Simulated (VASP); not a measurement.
# Al (P6_3/mmc) in VASP: notebook

The runs below take Al through single point, with r2SCAN.

Everything below comes from runs of VASP 6.6.1. Logs are shortened: lines on timing, memory, paths and dates and some standing lists are left out, and cuts for length are marked.

## 1. The cell of the first run

The structure is hexagonal, space group P6_3/mmc (No. 194). Conventional cell: a = 2.949 Å, b = 2.949 Å, c = 4.761 Å, α = 90.00°, β = 90.00°, γ = 120.00°. Within 3.9 Å of Al (site symmetry -6m2) lie 12 Al at 2.93 to 2.95 Å.

This isn't the form of Al at room conditions, which is fcc.

## 2. Single point, r2SCAN (17.93 Å³/atom)

POSCAR

```
Al
1.0
    2.9490340145      0.0000000000      0.0000000000
   -1.4745170073      2.5539383732      0.0000000000
    0.0000000000      0.0000000000      4.7606221852
Al
2
Direct
    0.3333333333      0.6666666667      0.2500000000
    0.6666666667      0.3333333333      0.7500000000
```

INCAR.step1

```
SYSTEM = Al
ALGO = Normal
EDIFF = 1E-4
ENCUT = 520
GGA = PE
ISMEAR = -1
LASPH = .True.
LCHARG = .False.
LREAL = .False.
LWAVE = .True.
NBANDS = 10
NELM = 80
PREC = Accurate
SIGMA = 0.1
```

INCAR.step2

```
SYSTEM = Al
ALGO = Normal
EDIFF = 1E-6
ENCUT = 520
ISIF = 2
ISMEAR = -1
ISTART = 1
LASPH = .True.
LCHARG = .False.
LMIXTAU = .True.
LREAL = .False.
LWAVE = .False.
METAGGA = R2SCAN
NBANDS = 10
NELM = 80
PREC = Accurate
SIGMA = 0.1
```

KPOINTS

```
k-points
0
Gamma
  14 14 8
  0 0 0
```

Potentials or basis: VASP PAW PBE potentials, release 64 (Al).

Command:

```sh
$ cat potpaw_PBE.64/Al/POTCAR > POTCAR
$ cp INCAR.step1 INCAR
$ mpirun -np 1 vasp_std > vasp.out
$ cp INCAR.step2 INCAR
$ mpirun -np 1 vasp_std > vasp.out
```

OUTCAR:

```text
SYSTEM = Al
   EDIFF = 1E-6
   ENCUT = 520
   ISIF = 2
   ISMEAR = -1
   ISTART = 1
   LASPH = .True.
   LREAL = .False.
   METAGGA = R2SCAN
   NELM = 80
   PREC = Accurate

 ion  position               nearest neighbor table
   1  0.333  0.667  0.250-   2 2.93   2 2.93   2 2.93   2 2.93   2 2.93   2 2.93
   2  0.667  0.333  0.750-   1 2.93   1 2.93   1 2.93   1 2.93   1 2.93   1 2.93

  LATTYP: Found a hexagonal cell.
 ALAT       =     2.9490340145
 C/A-ratio  =     1.6142988388

  Lattice vectors:

 A1 = (   2.9490340145,   0.0000000000,   0.0000000000)
 A2 = (  -1.4745170073,   2.5539383732,   0.0000000000)
 A3 = (   0.0000000000,   0.0000000000,   4.7606221852)

Analysis of symmetry for initial positions (statically):
=====================================================================
 Subroutine PRICEL returns:
 Original cell was already a primitive cell.

 Routine SETGRP: Setting up the symmetry group for a
 hexagonal supercell.

 Subroutine GETGRP returns: Found 24 space group operations
 (whereof 12 operations were pure point group operations)
 out of a pool of 24 trial point group operations.

The static configuration has the point symmetry D_3d.
 The point group associated with its full space group is D_6h.

Analysis of symmetry for dynamics (positions and initial velocities):
=====================================================================
 Subroutine PRICEL returns:
 Original cell was already a primitive cell.

 Routine SETGRP: Setting up the symmetry group for a
 hexagonal supercell.

 Subroutine GETGRP returns: Found 24 space group operations
 (whereof 12 operations were pure point group operations)
 out of a pool of 24 trial point group operations.

The dynamic configuration has the point symmetry D_3d.
 The point group associated with its full space group is D_6h.

 Subroutine INISYM returns: Found 24 space group operations
 (whereof 12 operations are pure point group operations),
 and found     1 'primitive' translations

----------------------------------------------------------------------------------------

                                     Primitive cell

  volume of cell :      35.8553

  direct lattice vectors                    reciprocal lattice vectors
     2.949034015  0.000000000  0.000000000     0.339094088  0.195776063  0.000000000
    -1.474517007  2.553938373  0.000000000     0.000000000  0.391552126  0.000000000
     0.000000000  0.000000000  4.760622185     0.000000000  0.000000000  0.210056577

  length of vectors
     2.949034015  2.949034015  4.760622185     0.391552126  0.391552126  0.210056577

  position of ions in fractional coordinates (direct lattice)
     0.333333333  0.666666667  0.250000000
     0.666666667  0.333333333  0.750000000

  ion indices of the primitive-cell ions
   primitive index   ion index
                 1           1
                 2           2

----------------------------------------------------------------------------------------

 KPOINTS: k-points

Automatic generation of k-mesh.
 Grid dimensions read from file:
 generate k-points for:   14   14    8

 Generating k-lattice:

  Cartesian coordinates                     Fractional coordinates (reciprocal lattice)
     0.024221006  0.013984005  0.000000000     0.071428571 -0.000000000  0.000000000
     0.000000000  0.027968009  0.000000000     0.000000000  0.071428571  0.000000000
     0.000000000  0.000000000  0.026257072     0.000000000  0.000000000  0.125000000

  Length of vectors
     0.027968009  0.027968009  0.026257072

  Shift w.r.t. Gamma in fractional coordinates (k-lattice)
     0.000000000  0.000000000  0.000000000

 Subroutine IBZKPT returns following result:
 ===========================================

 Found    120 irreducible k-points:

 Following reciprocal coordinates:
            Coordinates               Weight
  0.000000  0.000000  0.000000      1.000000
  0.071429 -0.000000  0.000000      6.000000
  0.142857 -0.000000  0.000000      6.000000
  0.214286 -0.000000  0.000000      6.000000
  0.285714  0.000000  0.000000      6.000000
  0.357143 -0.000000  0.000000      6.000000
[... 16 lines left out ...]
  0.285714  0.285714  0.000000      6.000000
  0.357143  0.285714  0.000000      6.000000
 [... further k-points ...]
   k-points           NKPTS =    120   k-points in BZ     NKDIM =    120   number of bands    NBANDS=     10
   number of dos      NEDOS =    301   number of ions     NIONS =      2
   total plane-waves  NPLWV =  20736
   dimension x,y,z NGX =    24 NGY =   24 NGZ =   36
   dimension x,y,z NGXF=    48 NGYF=   48 NGZF=   72
   ions per type =               2
   NGX,Y,Z   is equivalent  to a cutoff of  13.53, 13.53, 12.57 a.u.
   NGXF,Y,Z  is equivalent  to a cutoff of  27.06, 27.06, 25.14 a.u.
 SYSTEM =  Al
   PREC   = accura    normal or accurate (medium, high low for compatibility)
   ISTART =      1    job   : 0-new  1-cont  2-samecut
   ICHARG =      0    charge: 1-file 2-atom 10-const
   ISPIN  =      1    spin polarized calculation?
   LNONCOLLINEAR =      F non collinear calculations
   LSORBIT =      F    spin-orbit coupling
   LASPH  =      T    aspherical Exc in radial PAW
   ENCUT  =  520.0 eV  38.22 Ry    6.18 a.u.   5.48  5.48  8.85*2*pi/ulx,y,z
   NELM   =     80;   NELMIN=  2; NELMDL=  0     # of ELM steps
   EDIFF  = 0.1E-05   stopping-criterion for ELM
   LREAL  =      F    real-space projection
   EDIFFG = 0.1E-04   stopping-criterion for IOM
   NSW    =      0    number of steps for IOM
   IBRION =     -1    ionic relax: 0-MD 1-quasi-New 2-CG
   NFREE  =      0    steps in history (QN), initial steepest desc. (CG)
   ISIF   =      2    stress and relaxation
   ISYM   =      2    0-nonsym 1-usesym 2-fastsym
   POTIM  = 0.5000    time-step for ionic-motion
   TEBEG  =    0.0;   TEEND  =   0.0 temperature during run
   PSTRESS=    0.0 pullay stress
   NELECT =       6.0000    total number of electrons
   NUPDOWN=      -1.0000    fix difference up-down
   EMIN   =  10.00;   EMAX   =-10.00  energy-range for DOS
   EFERMI =   0.00;   METHOD = LEGACY
   ISMEAR =    -1;   SIGMA  =   0.10  broadening in eV -4-tet -1-fermi 0-gaus
   EFERMI_NEDOS =   21; number of points for ismear=-14 and -15
   IALGO  =     38    algorithm
   IMIX   =      4    mixing-type and parameters
     AMIX     =   0.40;   BMIX     =  1.00
     AMIX_MAG =   1.60;   BMIX_MAG =  1.00
  volume/ion in A,a.u.               =      17.93       120.98
  Fermi-wavevector in a.u.,A,eV,Ry     =   0.902140  1.704797 11.073191  0.813857
  Thomas-Fermi vector in A             =   2.025307
   LORBIT       =      0    0 simple, 1 ext, 2 COOP (PROOUT), +10 PAW based schemes
   METAGGA = R2SCAN    functional components
   LHFCALC =     F    Hartree Fock is set to
   AEXX    =    0.0000 exact exchange contribution
   IVDW    =     0    specifies the selected vdW correction
   LEPSILON=     F    determine dielectric tensor
   LRPA    =     F    only Hartree local field effects (RPA)
 non-spin polarized calculation
  energy-cutoff  :      520.00
  volume of cell :       35.86
 maximum number of plane-waves:       996
 NGX is ok and might be reduce to    24
   NGX = 11   NGY = 11   NGZ = 17

 number of electron       6.0000000 magnetization

 Free energy of the ion-electron system (eV)
  ---------------------------------------------------
  ext. energy  EPLUGINS =         0.00000000
  ---------------------------------------------------
  free energy    TOTEN  =       -13.29592496 eV

  energy without entropy =      -13.26688585  energy(sigma->0) =      -13.28140541

 E-fermi :   7.1843     XC(G=0): -10.6124

 val. band max:        7.1714559309   @ k =   0.2857   0.0714   0.2500
 cond. band min:       7.2428416156   @ k =   0.3571   0.2143   0.1250
 fundamental gap:      0.0713856847
 Fermi energy:         7.1843075276

 k-point     1 :       0.0000    0.0000    0.0000
  band No.  band energies     occupation
      1      -4.0947      2.00000
      2       2.5787      2.00000
      3       2.8917      2.00000
      4      17.6200      0.00000
      5      17.6200      0.00000
      6      18.2100      0.00000
      7      18.2100      0.00000
      8      19.6751      0.00000
      9      21.1450      0.00000
     10      21.8277      0.00000

 k-point     2 :       0.0714   -0.0000    0.0000
  band No.  band energies     occupation
      1      -3.9712      2.00000
      2       2.6944      2.00000
      3       3.0118      2.00000
      4      15.5761      0.00000
      5      16.4888      0.00000
      6      17.8832      0.00000
      7      19.5568      0.00000
      8      20.5186      0.00000
      9      21.2447      0.00000
     10      21.4802      0.00000

 k-point     3 :       0.1429   -0.0000    0.0000
  band No.  band energies     occupation
      1      -3.6014      2.00000
      2       3.0415      2.00000
      3       3.3699      2.00000
      4      12.9142      0.00000
      5      15.3219      0.00000
      6      16.8213      0.00000
      7      19.0012      0.00000
      8      19.0916      0.00000
      9      20.9812      0.00000
     10      21.3705      0.00000

 k-point     4 :       0.2143   -0.0000    0.0000
  band No.  band energies     occupation
      1      -2.9871      2.00000
      2       3.6197      2.00000
      3       3.9578      2.00000
      4      10.3494      0.00000
      5      14.3618      0.00000
      6      15.6140      0.00000
      7      16.5305      0.00000
      8      17.1196      0.00000
      9      20.1218      0.00000
     10      20.6510      0.00000
[... 222 lines left out ...]
 k-point    22 :       0.3571    0.2143    0.0000
  band No.  band energies     occupation
      1       1.8338      2.00000
      2       3.4864      2.00000
      3       6.6604      1.98945
      4       8.1337      0.00015
      5       8.7989      0.00000
      6       9.9656      0.00000
      7      10.6939      0.00000
      8      13.4346      0.00000
      9      13.7445      0.00000
     10      21.1825      0.00000

 k-point    23 :       0.2857    0.2857    0.0000
  band No.  band energies     occupation
      1       1.7175      2.00000
      2       4.8575      2.00000
      3       5.1178      2.00000
      4       8.0568      0.00032
      5       8.7217      0.00000
      6      10.8702      0.00000
      7      11.7004      0.00000
      8      12.2657      0.00000
      9      12.4651      0.00000
     10      23.6189      0.00000

 k-point    24 :       0.3571    0.2857    0.0000
  band No.  band energies     occupation
      1       3.1581      2.00000
      2       3.3392      2.00000
      3       4.8916      2.00000
      4       9.1659      0.00000
      5       9.6333      0.00000
      6       9.8477      0.00000
      7      10.8227      0.00000
      8      11.8329      0.00000
      9      12.0907      0.00000
     10      23.8038      0.00000

 [... further k-points ...]
[... 5 lines left out ...]
  --------------------------------------------------------------------------------------
  -------------------------------------------------------------------------------------
  Total       -1.8964002     -1.8964002     -1.6048018      0.0000000     -0.0000000     -0.0000000
  in kB      -84.7396481    -84.7396481    -71.7097295      0.0000000     -0.0000000     -0.0000000
  external PRESSURE =     -80.3963419 kB  Pullay stress =       0.0000000 kB

 VOLUME and BASIS-vectors are now :
 -----------------------------------------------------------------------------
  energy-cutoff  :      520.00
  volume of cell :       35.86
      direct lattice vectors                 reciprocal lattice vectors
     2.949034015  0.000000000  0.000000000     0.339094088  0.195776063  0.000000000
    -1.474517007  2.553938373  0.000000000     0.000000000  0.391552126  0.000000000
     0.000000000  0.000000000  4.760622185     0.000000000  0.000000000  0.210056577

 POSITION                                       TOTAL-FORCE (eV/Angst)
 -----------------------------------------------------------------------------------
     -0.00000      1.70263      1.19016         0.000000     -0.000000      0.000000
      1.47452      0.85131      3.57047         0.000000      0.000000      0.000000
 -----------------------------------------------------------------------------------
    total drift:                                0.000000     -0.000000     -0.000000

  FREE ENERGIE OF THE ION-ELECTRON SYSTEM (eV)
  ---------------------------------------------------
  free  energy   TOTEN  =       -13.2959249625 eV

  energy  without entropy=      -13.2668858541  energy(sigma->0) =      -13.28140541
```

Run time: 2.5 min. Hardware: 1 thread of Intel Xeon 8259CL, shared host; peak memory 0.18 GiB.

What came out:

```
Free energy            : -13.2959 eV
Pressure               : -8.0 GPa
Band gap on the k mesh : zero (bands 3 and 4 overlap by 7.74 eV)
```

Caveat: the cell stands under tension; the PAW data sets were made with another functional, which shifts forces and pressure a little.

## 3. Single point, r2SCAN

This run uses another cell than the first one, of 16.01 Å³/atom.

POSCAR

```
Al
1.0
    2.8397085839      0.0000000000      0.0000000000
   -1.4198542919      2.4592597730      0.0000000000
    0.0000000000      0.0000000000      4.5841382694
Al
2
Direct
    0.3333333333      0.6666666667      0.2500000000
    0.6666666667      0.3333333333      0.7500000000
```

INCAR.step1

```
ALGO = Normal
EDIFF = 1E-4
ENCUT = 520
GGA = PE
ISMEAR = -1
LASPH = True
LCHARG = False
LREAL = False
LWAVE = True
NBANDS = 10
NELM = 60
PREC = Accurate
SIGMA = 0.1
```

INCAR.step2

```
ALGO = Normal
EDIFF = 1E-7
ENCUT = 520
ISIF = 2
ISMEAR = -1
ISTART = 1
LASPH = True
LCHARG = True
LELF = True
LMIXTAU = True
LREAL = False
LVHAR = True
LWAVE = False
METAGGA = R2SCAN
NBANDS = 10
NELM = 60
PREC = Accurate
SIGMA = 0.1
```

KPOINTS

```
k-points
0
Gamma
  21 21 11
```

Potentials or basis: VASP PAW PBE potentials, release 64 (Al).

Command:

```sh
$ cat potpaw_PBE.64/Al/POTCAR > POTCAR
$ cp INCAR.step1 INCAR
$ mpirun -np 1 vasp_std > vasp.out
$ cp INCAR.step2 INCAR
$ mpirun -np 1 vasp_std > vasp.out
```

Run time: 5.9 min. Hardware: 1 thread of Intel Xeon 8259CL, shared host; peak memory 0.21 GiB.

The run converged. Its results:

| Item | Value |
| --- | --- |
| Free energy | -13.4088 eV |
| Pressure | -0.3 GPa |
| Band gap on the k mesh | zero (bands 3 and 4 overlap by 7.27 eV) |

Stress tensor (GPa, compression positive):
```
-0.91  0.00  0.00
 0.00 -0.91  0.00
 0.00  0.00  0.95
```

Levels at points of the mesh, in eV from the Fermi level:
| k point | band 1 | band 2 | band 3 | band 4 | band 5 | band 6 |
| --- | --- | --- | --- | --- | --- | --- |
| (0.00, 0.00, 0.00) | -12.08 | -5.07 | -4.44 | 11.38 | 11.38 | 11.65 |

Caveat: the PAW data sets were made with another functional, which shifts forces and pressure a little.
